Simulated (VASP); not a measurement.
Input of a VASP 6.6.1 run:

File INCAR:

```
SYSTEM = CdSe
PREC = Accurate
ENCUT = 520
EDIFF = 1E-6
ISMEAR = 0
SIGMA = 0.01
LREAL = .FALSE.
LASPH = .TRUE.
NELM = 80
ALGO = Normal
ISIF = 2
LWAVE = .FALSE.
LCHARG = .FALSE.
GGA = PE
NBANDS = 26
```

Contents of KPOINTS:

```
regular mesh
0
G
  6 6 4
  0 0 0
```

File POSCAR:

```
CdSe
1.0
    4.4699885320      0.0000000000      0.0000000000
   -2.2349942660      3.8711236233      0.0000000000
    0.0000000000      0.0000000000      7.2959543476
Cd Se
2 2
Direct
    0.3333333333      0.6666666667     -0.0002790363
    0.6666666667      0.3333333333      0.4997209637
    0.3333333333      0.6666666667      0.3752790363
    0.6666666667      0.3333333333      0.8752790363
```

Potentials or basis: VASP PAW PBE potentials, release 64 (Cd, Se).

Launch:

```bash
$ cat potpaw_PBE.64/Cd/POTCAR potpaw_PBE.64/Se/POTCAR > POTCAR
$ mpirun -np 1 vasp_std > vasp.out
```

Question: Estimate the largest force.

Answer: 0.008 eV/Å.

Question: Estimate the band gap on the k mesh.

Answer: 0.41 eV, direct.

Question: Predict the pressure.

Answer: -2.1 GPa.

Forces on the atoms (eV/Å):
```
Cd   0.000  0.000 -0.008
Cd   0.000  0.000 -0.008
Se   0.000  0.000  0.008
Se   0.000  0.000  0.008
```
